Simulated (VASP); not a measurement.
# Si (P6_3/mmc) in VASP: G0W0 quasiparticle levels with PBE

Aim: the G0W0 quasiparticle levels of Si with PBE.

Program: VASP 6.6.1. These are calculated values, not measurements. Logs are shortened: lines on timing, memory, paths and dates and some standing lists are left out, and cuts for length are marked.

### 1 The cell of the first run

The structure is hexagonal, space group P6_3/mmc (No. 194). Conventional cell: a = 3.832 Å, b = 3.832 Å, c = 6.341 Å, α = 90.00°, β = 90.00°, γ = 120.00°. Within 3.1 Å of Si (site symmetry 3m) lie 4 Si at 2.35 to 2.37 Å.

This isn't the form of Si at room conditions, which is diamond.

### 2 G0W0 quasiparticle levels, PBE

Input file POSCAR:

```
Si
1.0
    3.8321296558      0.0000000000      0.0000000000
   -1.9160648279      3.3187216325      0.0000000000
    0.0000000000      0.0000000000      6.3412164343
Si
4
Direct
    0.3333333333      0.6666666667      0.0005609359
    0.6666666667      0.3333333333      0.5005609359
    0.3333333333      0.6666666667      0.3744390641
    0.6666666667      0.3333333333      0.8744390641
```

Input file INCAR.step1:

```
SYSTEM = Si
ALGO = Normal
EDIFF = 1E-8
ENCUT = 500
GGA = PE
ISMEAR = 0
LASPH = .True.
LCHARG = .False.
LREAL = .False.
LWAVE = .True.
NELM = 80
PREC = Accurate
SIGMA = 0.01
```

Input file INCAR.step2:

```
SYSTEM = Si
ALGO = Exact
EDIFF = 1E-8
ENCUT = 500
GGA = PE
ISMEAR = 0
ISTART = 1
LASPH = .True.
LCHARG = .False.
LOPTICS = .True.
LREAL = .False.
LWAVE = .True.
NBANDS = 248
NELM = 1
PREC = Accurate
SIGMA = 0.01
```

Input file INCAR.step3:

```
SYSTEM = Si
ALGO = EVGW0
EDIFF = 1E-8
ENCUT = 500
ENCUTGW = 120.0
GGA = PE
ISMEAR = 0
ISTART = 1
LASPH = .True.
LCHARG = .False.
LREAL = .False.
LWAVE = .False.
NBANDS = 248
NBANDSGW = 16
NELMGW = 1
NOMEGA = 96
OMEGAMAX = 20
PREC = Accurate
PRECFOCK = Fast
SIGMA = 0.01
```

Input file KPOINTS:

```
k-points
0
Gamma
  6 6 2
  0 0 0
```

Potentials or basis: VASP PAW PBE potentials, release 64 (Si_GW).

Launch:

```bash
$ cat potpaw_PBE.64/Si_GW/POTCAR > POTCAR
$ cp INCAR.step1 INCAR
$ mpirun -np 1 vasp_std > vasp.out
$ cp INCAR.step2 INCAR
$ mpirun -np 1 vasp_std > vasp.out
$ cp INCAR.step3 INCAR
$ mpirun -np 1 vasp_std > vasp.out
```

OUTCAR:

```text
SYSTEM = Si
   EDIFF = 1E-8
   ENCUT = 500
   ENCUTGW = 120.0
   GGA = PE
   ISMEAR = 0
   ISTART = 1
   LASPH = .True.
   LREAL = .False.
   NELMGW = 1
   PREC = Accurate
   PRECFOCK = Fast

 ion  position               nearest neighbor table
   1  0.333  0.667  0.001-   4 2.35   4 2.35   4 2.35   3 2.37
   2  0.667  0.333  0.501-   3 2.35   3 2.35   3 2.35   4 2.37
   3  0.333  0.667  0.374-   2 2.35   2 2.35   2 2.35   1 2.37
   4  0.667  0.333  0.874-   1 2.35   1 2.35   1 2.35   2 2.37

  LATTYP: Found a hexagonal cell.
 ALAT       =     3.8321296558
 C/A-ratio  =     1.6547499703

  Lattice vectors:

 A1 = (   3.8321296558,   0.0000000000,   0.0000000000)
 A2 = (  -1.9160648279,   3.3187216325,   0.0000000000)
 A3 = (   0.0000000000,   0.0000000000,   6.3412164343)

Analysis of symmetry for initial positions (statically):
=====================================================================
 Subroutine PRICEL returns:
 Original cell was already a primitive cell.

 Routine SETGRP: Setting up the symmetry group for a
 hexagonal supercell.

 Subroutine GETGRP returns: Found 24 space group operations
 (whereof  6 operations were pure point group operations)
 out of a pool of 24 trial point group operations.

The static configuration has the point symmetry C_3v.
 The point group associated with its full space group is D_6h.

Analysis of symmetry for dynamics (positions and initial velocities):
=====================================================================
 Subroutine PRICEL returns:
 Original cell was already a primitive cell.

 Routine SETGRP: Setting up the symmetry group for a
 hexagonal supercell.

 Subroutine GETGRP returns: Found 24 space group operations
 (whereof  6 operations were pure point group operations)
 out of a pool of 24 trial point group operations.

The dynamic configuration has the point symmetry C_3v.
 The point group associated with its full space group is D_6h.

 Subroutine INISYM returns: Found 24 space group operations
 (whereof  6 operations are pure point group operations),
 and found     1 'primitive' translations

----------------------------------------------------------------------------------------

                                     Primitive cell

  volume of cell :      80.6461

  direct lattice vectors                    reciprocal lattice vectors
     3.832129656  0.000000000  0.000000000     0.260951505  0.150660422  0.000000000
    -1.916064828  3.318721632  0.000000000     0.000000000  0.301320843  0.000000000
     0.000000000  0.000000000  6.341216434     0.000000000  0.000000000  0.157698450

  length of vectors
     3.832129656  3.832129656  6.341216434     0.301320843  0.301320843  0.157698450

  position of ions in fractional coordinates (direct lattice)
     0.333333333  0.666666667  0.000560936
     0.666666667  0.333333333  0.500560936
     0.333333333  0.666666667  0.374439064
     0.666666667  0.333333333  0.874439064

  ion indices of the primitive-cell ions
   primitive index   ion index
                 1           1
                 2           2
                 3           3
                 4           4

----------------------------------------------------------------------------------------

 KPOINTS: k-points

Automatic generation of k-mesh.
 Grid dimensions read from file:
 generate k-points for:    6    6    2

 Generating k-lattice:

  Cartesian coordinates                     Fractional coordinates (reciprocal lattice)
     0.043491917  0.025110070  0.000000000     0.166666667 -0.000000000  0.000000000
     0.000000000  0.050220141  0.000000000     0.000000000  0.166666667  0.000000000
     0.000000000  0.000000000  0.078849225     0.000000000  0.000000000  0.500000000

  Length of vectors
     0.050220141  0.050220141  0.078849225

  Shift w.r.t. Gamma in fractional coordinates (k-lattice)
     0.000000000  0.000000000  0.000000000

 Subroutine IBZKPT returns following result:
 ===========================================

 Found     14 irreducible k-points:

 Following reciprocal coordinates:
            Coordinates               Weight
  0.000000  0.000000  0.000000      1.000000
  0.166667 -0.000000  0.000000      6.000000
  0.333333 -0.000000  0.000000      6.000000
  0.500000 -0.000000  0.000000      3.000000
  0.166667  0.166667  0.000000      6.000000
  0.333333  0.166667  0.000000     12.000000
  0.333333  0.333333  0.000000      2.000000
  0.000000  0.000000  0.500000      1.000000
  0.166667 -0.000000  0.500000      6.000000
  0.333333 -0.000000  0.500000      6.000000
  0.500000 -0.000000  0.500000      3.000000
  0.166667  0.166667  0.500000      6.000000
  0.333333  0.166667  0.500000     12.000000
  0.333333  0.333333  0.500000      2.000000
   k-points           NKPTS =     14   k-points in BZ     NKDIM =     72   number of bands    NBANDS=    248
   number of dos      NEDOS =    301   number of ions     NIONS =      4
   total plane-waves  NPLWV =  37632
   dimension x,y,z NGX =    28 NGY =   28 NGZ =   48
   dimension x,y,z NGXF=    56 NGYF=   56 NGZF=   96
   ions per type =               4
   NGX,Y,Z   is equivalent  to a cutoff of  12.15, 12.15, 12.58 a.u.
   NGXF,Y,Z  is equivalent  to a cutoff of  24.29, 24.29, 25.17 a.u.
 SYSTEM =  Si
   PREC   = accura    normal or accurate (medium, high low for compatibility)
   ISTART =      1    job   : 0-new  1-cont  2-samecut
   ICHARG =      0    charge: 1-file 2-atom 10-const
   ISPIN  =      1    spin polarized calculation?
   LNONCOLLINEAR =      F non collinear calculations
   LSORBIT =      F    spin-orbit coupling
   LASPH  =      T    aspherical Exc in radial PAW
   ENCUT  =  500.0 eV  36.75 Ry    6.06 a.u.   6.99  6.99 11.56*2*pi/ulx,y,z
   NELM   =     60;   NELMIN=  2; NELMDL=  0     # of ELM steps
   EDIFF  = 0.1E-07   stopping-criterion for ELM
   LREAL  =      F    real-space projection
   EDIFFG = 0.1E-06   stopping-criterion for IOM
   NSW    =      0    number of steps for IOM
   IBRION =     -1    ionic relax: 0-MD 1-quasi-New 2-CG
   NFREE  =      0    steps in history (QN), initial steepest desc. (CG)
   ISIF   =      0    stress and relaxation
   ISYM   =      3    0-nonsym 1-usesym 2-fastsym
   POTIM  = 0.5000    time-step for ionic-motion
   TEBEG  =    0.0;   TEEND  =   0.0 temperature during run
   PSTRESS=    0.0 pullay stress
   NELECT =      16.0000    total number of electrons
   NUPDOWN=      -1.0000    fix difference up-down
   EMIN   =  10.00;   EMAX   =-10.00  energy-range for DOS
   EFERMI =   0.00;   METHOD = LEGACY
   ISMEAR =     0;   SIGMA  =   0.01  broadening in eV -4-tet -1-fermi 0-gaus
   EFERMI_NEDOS =   21; number of points for ismear=-14 and -15
   IALGO  =     38    algorithm
   IMIX   =      4    mixing-type and parameters
     AMIX     =   0.40;   BMIX     =  1.00
     AMIX_MAG =   1.60;   BMIX_MAG =  1.00
  volume/ion in A,a.u.               =      20.16       136.06
  Fermi-wavevector in a.u.,A,eV,Ry     =   0.954817  1.804343 12.404107  0.911676
  Thomas-Fermi vector in A             =   2.083599
   LORBIT       =      0    0 simple, 1 ext, 2 COOP (PROOUT), +10 PAW based schemes
   GGA     = PE    functional components
   LHFCALC =     T    Hartree Fock is set to
   PRECFOCK=fast      Normal, Fast or Accurate (Low or Medium for compatibility)
   ENCUT4O =  -1.0   cutoff for four orbital integrals eV
   NKREDX  =     1    reduce k-point grid by
   NKREDY  =     1    reduce k-point grid by
   NKREDZ  =     1    reduce k-point grid by
   AEXX    =    1.0000 exact exchange contribution
   HFSCREEN=    0.0000 screening length (either q_TF or 0.3 A-1)
   HFSCREENC=   0.0000 screening length for correlation (either q_TF or 0.3 A-1)
   ENCUTFOCK=  -1.0 apply spherical cutoff to Coloumb kernel
   IVDW    =     0    specifies the selected vdW correction
   LEPSILON=     F    determine dielectric tensor
   LRPA    =     F    only Hartree local field effects (RPA)
   LRPAFORCE           =     F    calculate RPA forces
   ENCUTGW             = 120.0    cutoff for response function in eV
   ENCUTGWSOFT         =  96.0    soft cutoff for Coulomb kernel in GW response function in eV
   ENCUTLF             =  -1.0    cutoff for local field effects
   NELMGW              =     1    number of iterations in solving QP/BSE equation
   NELMHF              =     1    number of iterations in the inner HF iteration
   NKREDLFX            =     1    NKREDLFY  =   1   NKREDLFZ  =   1
 non-spin polarized calculation
 Gauss-broadening in eV      SIGMA  =   0.01
  energy-cutoff  :      500.00
  volume of cell :       80.65
 maximum number of plane-waves:      2060
 NGX is ok and might be reduce to    28
  NGX = 16; NGY = 16; NGZ = 28
   NGX = 13   NGY = 13   NGZ = 23
 maximum number of plane-waves:       252
 NGX is ok and might be reduce to    14

 QP shifts <psi_nk| G(iteration)W_0 |psi_nk>: iteration 1
 for sc-GW calculations column KS-energies equals QP-energies in previous step
 and V_xc(KS)=  KS-energies - (<T + V_ion + V_H > + <T+V_H+V_ion>^1  + <V_x>^1)

 k-point   1 :       0.0000    0.0000    0.0000
  band No.  KS-energies  QP-energies   sigma(KS)   V_xc(KS)     V^pw_x(r,r')   Z            occupation Imag(sigma)

      1      -6.5310      -6.8949     -11.0078     -10.4502     -17.4999       0.6526       2.0000       1.1553
      2      -4.2574      -4.6612     -11.4397     -10.8416     -16.8973       0.6752       2.0000       0.7976
      3      -1.5598      -1.9913     -10.8157     -10.1820     -14.8692       0.6810       2.0000       0.3914
      4       4.1430       3.6359     -11.7884     -11.1090     -12.9431       0.7463       2.0000       0.0392
      5       4.1430       3.6359     -11.7884     -11.1090     -12.9431       0.7463       2.0000       0.0392
      6       5.2934       4.8425     -11.9290     -11.3326     -12.6177       0.7559       2.0000       0.0308
[... 8 lines left out ...]
     15       9.8202      10.0136      -9.9199     -10.1821      -5.1621       0.7374       0.0000      -0.0983
     16      11.5862      11.8289      -9.2723      -9.5973      -4.3258       0.7465       0.0000      -0.1643

 k-point   2 :       0.1667   -0.0000    0.0000
  band No.  KS-energies  QP-energies   sigma(KS)   V_xc(KS)     V^pw_x(r,r')   Z            occupation Imag(sigma)

      1      -6.2099      -6.5889     -11.0563     -10.4794     -17.3905       0.6570       2.0000       1.1107
      2      -3.9290      -4.3400     -11.4676     -10.8631     -16.7661       0.6799       2.0000       0.7492
      3      -1.4147      -1.8515     -10.9868     -10.3520     -14.9663       0.6882       2.0000       0.3807
      4       2.2704       1.7681     -11.1835     -10.4917     -13.0029       0.7261       2.0000       0.0717
      5       3.5971       3.0834     -11.5801     -10.8871     -12.9113       0.7411       2.0000       0.0429
      6       3.8015       3.3468     -11.8878     -11.2735     -13.1998       0.7402       2.0000       0.0484
[... 8 lines left out ...]
     15      10.9503      11.1347     -10.1454     -10.3978      -4.9953       0.7308       0.0000      -0.1483
     16      11.3269      11.4332      -9.2506      -9.3926      -4.2112       0.7494       0.0000      -0.1602

 k-point   3 :       0.3333   -0.0000    0.0000
  band No.  KS-energies  QP-energies   sigma(KS)   V_xc(KS)     V^pw_x(r,r')   Z            occupation Imag(sigma)

      1      -5.2937      -5.6759     -11.1593     -10.5820     -17.0886       0.6620       2.0000       0.9626
      2      -2.9833      -3.3963     -11.5405     -10.9393     -16.3909       0.6870       2.0000       0.6105
      3      -1.6965      -2.1204     -11.4290     -10.8173     -15.5950       0.6930       2.0000       0.4362
      4       0.7598       0.2413     -10.6178      -9.8824     -13.2581       0.7050       2.0000       0.1430
      5       1.2560       0.7897     -11.7024     -11.0425     -14.3288       0.7067       2.0000       0.1324
      6       2.8803       2.3492     -11.4423     -10.7166     -13.1174       0.7319       2.0000       0.0546
[... 194 lines left out ...]
      1      -3.7591      -4.1597     -11.3841     -10.7944     -16.6060       0.6793       2.0000       0.7278
      2      -3.7591      -4.1597     -11.3841     -10.7944     -16.6060       0.6793       2.0000       0.7278
      3      -1.1943      -1.6338     -11.3711     -10.7380     -15.2708       0.6943       2.0000       0.3638
      4      -1.1943      -1.6338     -11.3711     -10.7380     -15.2708       0.6943       2.0000       0.3638
      5       2.0650       1.5416     -10.9415     -10.2179     -12.8830       0.7233       2.0000       0.0750
      6       2.0650       1.5416     -10.9415     -10.2179     -12.8830       0.7233       2.0000       0.0750
[... 8 lines left out ...]
     15      12.4155      12.5248      -9.9453     -10.0947      -4.2635       0.7315       0.0000      -0.2573
     16      12.4155      12.5248      -9.9453     -10.0947      -4.2635       0.7315       0.0000      -0.2573

 k-point  14 :       0.3333    0.3333    0.5000
  band No.  KS-energies  QP-energies   sigma(KS)   V_xc(KS)     V^pw_x(r,r')   Z            occupation Imag(sigma)

      1      -3.0956      -3.4960     -11.5454     -10.9602     -16.4607       0.6842       2.0000       0.6303
      2      -3.0956      -3.4960     -11.5454     -10.9602     -16.4607       0.6842       2.0000       0.6303
      3      -1.7592      -2.1917     -11.3641     -10.7391     -15.5575       0.6919       2.0000       0.4362
      4      -1.7592      -2.1917     -11.3641     -10.7391     -15.5575       0.6919       2.0000       0.4362
      5       1.1840       0.6516     -10.6095      -9.8609     -13.0023       0.7112       2.0000       0.1128
      6       1.1840       0.6516     -10.6095      -9.8609     -13.0023       0.7112       2.0000       0.1128
[... 8 lines left out ...]
     15      11.9524      12.0007      -9.6910      -9.7562      -4.4749       0.7414       0.0000      -0.1920
     16      11.9524      12.0007      -9.6910      -9.7562      -4.4749       0.7414       0.0000      -0.1920
```

Run time: 9.5 min. Hardware: 1 thread of Intel Xeon 6975P-C (Granite Rapids), shared host; peak memory 1.6 GiB.

Results:

| Property | Result |
| --- | --- |
| Quasiparticle gap | 0.89 eV |
| Least direct quasiparticle gap | 1.61 eV |
| Band gap of the starting levels on the mesh | 0.42 eV |
| Least direct gap of the starting levels on the mesh | 1.03 eV |

Caveat: the k points lie up to 0.50 Å⁻¹ apart; bands, screening cutoff and mesh are small and nothing is extrapolated, so the quasiparticle values aren't converged.
